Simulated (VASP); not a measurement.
A run of VASP 6.6.1:

Contents of INCAR:

```
PREC = Accurate ; ENCUT = 600
EDIFF = 1E-6 ; ISMEAR = 0
SIGMA = 0.1 ; LREAL = False
LASPH = True ; NELM = 150
ALGO = Normal ; ISIF = 3
LWAVE = False ; LCHARG = False
ISPIN = 2 ; MAGMOM = 0 0 0 0 0 1
LORBIT = 11 ; GGA = PE
IBRION = 2 ; NSW = 90
EDIFFG = -0.04
```

File KPOINTS:

```
Automatic mesh
0
Gamma
  4 4 4
```

Contents of POSCAR:

```
Si5N
1.0
    0.0000000000      3.6881481700      3.6881481700
    3.6881481700      0.0000000000      3.6881481700
    3.6881481700      3.6881481700      0.0000000000
Si N
5 1
Direct
    0.1654064300      0.1654064300      0.1654064300
    0.1654064300      0.1654064300      0.5037807200
    0.1654064300      0.5037807200      0.1654064300
    0.5037807200      0.1654064300      0.1654064300
    0.5000000000      0.5000000000      0.5000000000
    0.7500000000      0.7500000000      0.7500000000
```

Potentials or basis: VASP PAW PBE potentials, release 64 (Si, N).

The run is started by

```bash
$ cat potpaw_PBE.64/Si/POTCAR potpaw_PBE.64/N/POTCAR > POTCAR
$ mpirun -np 1 vasp_std > vasp.out
```

Hardware: 1 thread of Intel Xeon 6975P-C (shared host).

**Question.** Estimate the wall time of this run.

**Answer.** Run time: 16 min on 1 thread of Intel Xeon 6975P-C, with other jobs on the host, peak memory 0.34 GiB. Counts: scf iterations 265, k points 8, ion steps 11.
